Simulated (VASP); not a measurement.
# BaTiO3 (P4mm) in VASP: notebook, part 2 of 2

VASP 6.6.1. The steps go on from the part before.

**3. Single point, r2SCAN**

The input, POSCAR:

```
BaTiO3
1.0
    3.9722427380      0.0000000000      0.0000000000
    0.0000000000      3.9722427380      0.0000000000
    0.0000000000      0.0000000000      4.1127570238
Ba Ti O
1 1 3
Direct
    0.0000000000      0.0000000000     -0.0044104999
    0.5000000000      0.5000000000      0.4774906555
    0.5000000000      0.5000000000      0.0346021843
    0.5000000000      0.0000000000      0.5176588300
    0.0000000000      0.5000000000      0.5176588300
```

The input, INCAR.step1:

```
SYSTEM = BaTiO3
  ALGO = Normal
  EDIFF = 1E-4
  ENCUT = 520
  GGA = PE
  ISMEAR = 0
  LASPH = .TRUE.
  LCHARG = .FALSE.
  LREAL = .FALSE.
  LWAVE = .TRUE.
  NBANDS = 28
  NELM = 60
  PREC = Accurate
  SIGMA = 0.02
```

The input, INCAR.step2:

```
SYSTEM = BaTiO3
  ALGO = Normal
  EDIFF = 1E-6
  ENCUT = 520
  ISIF = 2
  ISMEAR = 0
  ISTART = 1
  LASPH = .TRUE.
  LCHARG = .FALSE.
  LMIXTAU = .TRUE.
  LREAL = .FALSE.
  LWAVE = .FALSE.
  METAGGA = R2SCAN
  NBANDS = 28
  NELM = 60
  PREC = Accurate
  SIGMA = 0.02
```

The input, KPOINTS:

```
k-points
0
G
  8 8 8
  0 0 0
```

Potentials or basis: VASP PAW PBE potentials, release 64 (Ba_sv, Ti_sv, O).

Started as:

```
$ cat potpaw_PBE.64/Ba_sv/POTCAR potpaw_PBE.64/Ti_sv/POTCAR potpaw_PBE.64/O/POTCAR > POTCAR
$ cp INCAR.step1 INCAR
$ mpirun -np 1 vasp_std > vasp.out
$ cp INCAR.step2 INCAR
$ mpirun -np 1 vasp_std > vasp.out
```

OUTCAR:

```text
SYSTEM = BaTiO3
   EDIFF = 1E-6
   ENCUT = 520
   ISIF = 2
   ISMEAR = 0
   ISTART = 1
   LASPH = .TRUE.
   LREAL = .FALSE.
   METAGGA = R2SCAN
   NELM = 60
   PREC = Accurate

 ion  position               nearest neighbor table
   1  0.000  0.000  0.996-   4 2.79   5 2.79   5 2.79   4 2.79   3 2.81   3 2.81   3 2.81   3 2.81
                             4 2.92   5 2.92   5 2.92   4 2.92   2 3.44   2 3.44   2 3.44   2 3.44
   2  0.500  0.500  0.477-   3 1.82   4 1.99   5 1.99   4 1.99   5 1.99   3 2.29   1 3.44   1 3.44
                             1 3.44   1 3.44   1 3.53   1 3.53   1 3.53   1 3.53
   3  0.500  0.500  0.035-   2 1.82   2 2.29   1 2.81   1 2.81   1 2.81   1 2.81
   4  0.500  0.000  0.518-   2 1.99   2 1.99   1 2.79   1 2.79   1 2.92   1 2.92
   5  0.000  0.500  0.518-   2 1.99   2 1.99   1 2.79   1 2.79   1 2.92   1 2.92

  LATTYP: Found a simple tetragonal cell.
 ALAT       =     3.9722427380
 C/A-ratio  =     1.0353740431

  Lattice vectors:

 A1 = (   3.9722427380,   0.0000000000,   0.0000000000)
 A2 = (   0.0000000000,   3.9722427380,   0.0000000000)
 A3 = (   0.0000000000,   0.0000000000,   4.1127570238)

Analysis of symmetry for initial positions (statically):
=====================================================================
 Subroutine PRICEL returns:
 Original cell was already a primitive cell.

 Routine SETGRP: Setting up the symmetry group for a
 simple tetragonal supercell.

 Subroutine GETGRP returns: Found  8 space group operations
 (whereof  8 operations were pure point group operations)
 out of a pool of 16 trial point group operations.

The static configuration has the point symmetry C_4v.

Analysis of symmetry for dynamics (positions and initial velocities):
=====================================================================
 Subroutine PRICEL returns:
 Original cell was already a primitive cell.

 Routine SETGRP: Setting up the symmetry group for a
 simple tetragonal supercell.

 Subroutine GETGRP returns: Found  8 space group operations
 (whereof  8 operations were pure point group operations)
 out of a pool of 16 trial point group operations.

The dynamic configuration has the point symmetry C_4v.

 Subroutine INISYM returns: Found  8 space group operations
 (whereof  8 operations are pure point group operations),
 and found     1 'primitive' translations

----------------------------------------------------------------------------------------

                                     Primitive cell

  volume of cell :      64.8940

  direct lattice vectors                    reciprocal lattice vectors
     3.972242738  0.000000000  0.000000000     0.251746952  0.000000000  0.000000000
     0.000000000  3.972242738  0.000000000     0.000000000  0.251746952  0.000000000
     0.000000000  0.000000000  4.112757024     0.000000000  0.000000000  0.243145898

  length of vectors
     3.972242738  3.972242738  4.112757024     0.251746952  0.251746952  0.243145898

  position of ions in fractional coordinates (direct lattice)
     0.000000000  0.000000000  0.995589500
     0.500000000  0.500000000  0.477490655
     0.500000000  0.500000000  0.034602184
     0.500000000  0.000000000  0.517658830
     0.000000000  0.500000000  0.517658830
[... 34 lines left out ...]

 Following reciprocal coordinates:
            Coordinates               Weight
  0.000000  0.000000  0.000000      1.000000
  0.125000  0.000000  0.000000      4.000000
  0.250000  0.000000  0.000000      4.000000
  0.375000  0.000000  0.000000      4.000000
  0.500000  0.000000  0.000000      2.000000
  0.125000  0.125000  0.000000      4.000000
[... 16 lines left out ...]
  0.375000  0.125000  0.125000     16.000000
  0.500000  0.125000  0.125000      8.000000
 [... further k-points ...]
   k-points           NKPTS =     75   k-points in BZ     NKDIM =     75   number of bands    NBANDS=     28
   number of dos      NEDOS =    301   number of ions     NIONS =      5
   total plane-waves  NPLWV =  28800
   dimension x,y,z NGX =    30 NGY =   30 NGZ =   32
   dimension x,y,z NGXF=    60 NGYF=   60 NGZF=   64
   ions per type =               1   1   3
   NGX,Y,Z   is equivalent  to a cutoff of  12.56, 12.56, 12.94 a.u.
   NGXF,Y,Z  is equivalent  to a cutoff of  25.11, 25.11, 25.87 a.u.
 SYSTEM =  BaTiO3
   PREC   = accura    normal or accurate (medium, high low for compatibility)
   ISTART =      1    job   : 0-new  1-cont  2-samecut
   ICHARG =      0    charge: 1-file 2-atom 10-const
   ISPIN  =      1    spin polarized calculation?
   LNONCOLLINEAR =      F non collinear calculations
   LSORBIT =      F    spin-orbit coupling
   LASPH  =      T    aspherical Exc in radial PAW
   ENCUT  =  520.0 eV  38.22 Ry    6.18 a.u.   7.39  7.39  7.65*2*pi/ulx,y,z
   NELM   =     60;   NELMIN=  2; NELMDL=  0     # of ELM steps
   EDIFF  = 0.1E-05   stopping-criterion for ELM
   LREAL  =      F    real-space projection
   EDIFFG = 0.1E-04   stopping-criterion for IOM
   NSW    =      0    number of steps for IOM
   IBRION =     -1    ionic relax: 0-MD 1-quasi-New 2-CG
   NFREE  =      0    steps in history (QN), initial steepest desc. (CG)
   ISIF   =      2    stress and relaxation
   ISYM   =      2    0-nonsym 1-usesym 2-fastsym
   POTIM  = 0.5000    time-step for ionic-motion
   TEBEG  =    0.0;   TEEND  =   0.0 temperature during run
   PSTRESS=    0.0 pullay stress
   NELECT =      40.0000    total number of electrons
   NUPDOWN=      -1.0000    fix difference up-down
   EMIN   =  10.00;   EMAX   =-10.00  energy-range for DOS
   EFERMI =   0.00;   METHOD = LEGACY
   ISMEAR =     0;   SIGMA  =   0.02  broadening in eV -4-tet -1-fermi 0-gaus
   EFERMI_NEDOS =   21; number of points for ismear=-14 and -15
   IALGO  =     38    algorithm
   IMIX   =      4    mixing-type and parameters
     AMIX     =   0.40;   BMIX     =  1.00
     AMIX_MAG =   1.60;   BMIX_MAG =  1.00
  volume/ion in A,a.u.               =      12.98        87.59
  Fermi-wavevector in a.u.,A,eV,Ry     =   1.393242  2.632846 26.410593  1.941124
  Thomas-Fermi vector in A             =   2.516907
   LORBIT       =      0    0 simple, 1 ext, 2 COOP (PROOUT), +10 PAW based schemes
   METAGGA = R2SCAN    functional components
   LHFCALC =     F    Hartree Fock is set to
   AEXX    =    0.0000 exact exchange contribution
   IVDW    =     0    specifies the selected vdW correction
   LEPSILON=     F    determine dielectric tensor
   LRPA    =     F    only Hartree local field effects (RPA)
 non-spin polarized calculation
 Gauss-broadening in eV      SIGMA  =   0.02
  energy-cutoff  :      520.00
  volume of cell :       64.89
 maximum number of plane-waves:      1779
 NGX is ok and might be reduce to    30
   NGX = 15   NGY = 15   NGZ = 15

 number of electron      39.9999984 magnetization

 Free energy of the ion-electron system (eV)
  ---------------------------------------------------
  ext. energy  EPLUGINS =         0.00000000
  ---------------------------------------------------
  free energy    TOTEN  =       -74.25936525 eV

  energy without entropy =      -74.25936525  energy(sigma->0) =      -74.25936525

 E-fermi :   3.7331     XC(G=0): -11.8326

 val. band max:        3.5989887478   @ k =   0.5000   0.5000   0.5000
 cond. band min:       5.8091917331   @ k =   0.0000   0.0000   0.0000
 fundamental gap:      2.2102029853
 Fermi energy:         3.7330733155

 k-point     1 :       0.0000    0.0000    0.0000
  band No.  band energies     occupation
      1     -55.2040      2.00000
      2     -30.4722      2.00000
      3     -30.3581      2.00000
      4     -30.3581      2.00000
      5     -22.1101      2.00000
      6     -14.3952      2.00000
[... 733 lines left out ...]
     27      12.0024      0.00000
     28      12.8210      0.00000

 [... further k-points ...]

------------------------ aborting loop because EDIFF is reached ----------------------------------------

  FORCE on cell =-STRESS in cart. coord.  units (eV):
  Direction    XX          YY          ZZ          XY          YZ          ZX
  --------------------------------------------------------------------------------------
  -------------------------------------------------------------------------------------
  Total        0.7571989      0.7571989      0.8244901      0.0000000      0.0000000      0.0000000
  in kB       18.6945895     18.6945895     20.3559521      0.0000000      0.0000000      0.0000000
  external PRESSURE =      19.2483770 kB  Pullay stress =       0.0000000 kB

 VOLUME and BASIS-vectors are now :
 -----------------------------------------------------------------------------
  energy-cutoff  :      520.00
  volume of cell :       64.89
      direct lattice vectors                 reciprocal lattice vectors
     3.972242738  0.000000000  0.000000000     0.251746952  0.000000000  0.000000000
     0.000000000  3.972242738  0.000000000     0.000000000  0.251746952  0.000000000
     0.000000000  0.000000000  4.112757024     0.000000000  0.000000000  0.243145898

 POSITION                                       TOTAL-FORCE (eV/Angst)
 -----------------------------------------------------------------------------------
      0.00000      0.00000      4.09462        -0.000000      0.000000      0.029705
      1.98612      1.98612      1.96380        -0.000000      0.000000      0.165570
      1.98612      1.98612      0.14231        -0.000000     -0.000000     -0.158765
      1.98612      0.00000      2.12900        -0.000000      0.000000     -0.018255
      0.00000      1.98612      2.12900         0.000000      0.000000     -0.018255
 -----------------------------------------------------------------------------------
    total drift:                                0.000000      0.000000     -0.003414

  FREE ENERGIE OF THE ION-ELECTRON SYSTEM (eV)
  ---------------------------------------------------
  free  energy   TOTEN  =       -74.2593652512 eV

  energy  without entropy=      -74.2593652512  energy(sigma->0) =      -74.25936525
```

Wall time 3.7 min (1 thread of AMD EPYC 9R45 (Zen 5), shared host); peak memory 0.24 GiB.

Results:

```
Free energy            : -74.2594 eV
Pressure               : 1.9 GPa
Largest force          : 0.166 eV/Å
Band gap on the k mesh : 2.21 eV, indirect (least direct gap 2.71 eV)
```

Forces on the atoms (eV/Å):
```
Ba   0.000  0.000  0.030
Ti   0.000  0.000  0.166
O    0.000  0.000 -0.159
O    0.000  0.000 -0.018
O    0.000  0.000 -0.018
```

Stress tensor (GPa, compression positive):
```
1.87 0.00 0.00
0.00 1.87 0.00
0.00 0.00 2.04
```

Caveat: the PAW data sets were made with another functional, which shifts forces and pressure a little; spin-orbit coupling is left out, which moves the levels of the heavy elements.

**4. Single point, r2SCAN (volume scaled by 1.10, then relaxed in part)**

The input, POSCAR:

```
BaTiO3
1.0
    3.9569605170      0.0000000000      0.0000000000
    0.0000000000      3.9569605170      0.0000000000
    0.0000000000      0.0000000000      4.5590448451
Ba Ti O
1 1 3
Direct
    0.0000000000      0.0000000000     -0.0381724525
    0.5000000000      0.5000000000      0.4573217495
    0.5000000000      0.5000000000      0.0681664656
    0.5000000000      0.0000000000      0.5278421186
    0.0000000000      0.5000000000      0.5278421186
```

The input, INCAR.step1:

```
SYSTEM = BaTiO3
PREC = Accurate
ENCUT = 520
ISMEAR = 0
SIGMA = 0.02
LREAL = .False.
LASPH = .True.
NELM = 80
NBANDS = 28
GGA = PE
ALGO = Normal
EDIFF = 1E-4
LWAVE = .True.
LCHARG = .False.
```

The input, INCAR.step2:

```
SYSTEM = BaTiO3
PREC = Accurate
ENCUT = 520
EDIFF = 1E-6
ISMEAR = 0
SIGMA = 0.02
LREAL = .False.
LASPH = .True.
NELM = 80
ALGO = Normal
ISIF = 2
LWAVE = .False.
LCHARG = .True.
METAGGA = R2SCAN
LMIXTAU = .True.
LELF = .True.
LVHAR = .True.
NBANDS = 28
ISTART = 1
```

The input, KPOINTS:

```
Automatic mesh
0
Gamma
  8 8 8
  0 0 0
```

Started as:

```
$ cat potpaw_PBE.64/Ba_sv/POTCAR potpaw_PBE.64/Ti_sv/POTCAR potpaw_PBE.64/O/POTCAR > POTCAR
$ cp INCAR.step1 INCAR
$ mpirun -np 1 vasp_std > vasp.out
$ cp INCAR.step2 INCAR
$ mpirun -np 1 vasp_std > vasp.out
```

Run time: 7.8 min. Hardware: 1 thread of Intel Xeon Platinum 8259CL at 2.50GHz (Skylake/Cascade Lake), shared host; peak memory 0.28 GiB.

The run converged. Its results:

```
Free energy            : -74.1329 eV
Pressure               : -4.5 GPa
Largest force          : 0.194 eV/Å
Band gap on the k mesh : 2.21 eV, indirect (least direct gap 2.97 eV)
```

Forces on the atoms (eV/Å):
```
Ba   0.000  0.000  0.083
Ti   0.000  0.000  0.194
O    0.000  0.000 -0.194
O    0.000  0.000 -0.042
O    0.000  0.000 -0.042
```

Stress tensor (GPa, compression positive):
```
-4.58  0.00  0.00
 0.00 -4.58  0.00
 0.00  0.00 -4.21
```

Levels at points of the mesh, in eV from the valence-band top:
```csv
k point,band 17,band 18,band 19,band 20,band 21,band 22,band 23,band 24
"(0.00, 0.00, 0.00)",-1.85,-1.69,-0.76,-0.76,2.21,3.32,3.32,4.17
"(0.50, 0.00, 0.00)",-2.13,-2.13,-2.08,-1.77,3.29,3.65,3.78,4.31
"(0.50, 0.50, 0.00)",-2.59,-1.27,-1.27,-0.03,3.59,3.85,3.85,4.24
"(0.00, 0.00, 0.50)",-2.33,-2.10,-0.78,-0.78,2.28,3.76,3.76,4.36
"(0.50, 0.00, 0.50)",-2.16,-1.64,-1.40,-0.99,3.73,3.75,3.76,5.03
"(0.50, 0.50, 0.50)",-2.93,-1.05,-1.05,0.00,4.01,4.01,4.26,5.51
```

Caveat: the PAW data sets were made with another functional, which shifts forces and pressure a little; spin-orbit coupling is left out, which moves the levels of the heavy elements. A k mesh can miss the band edges.
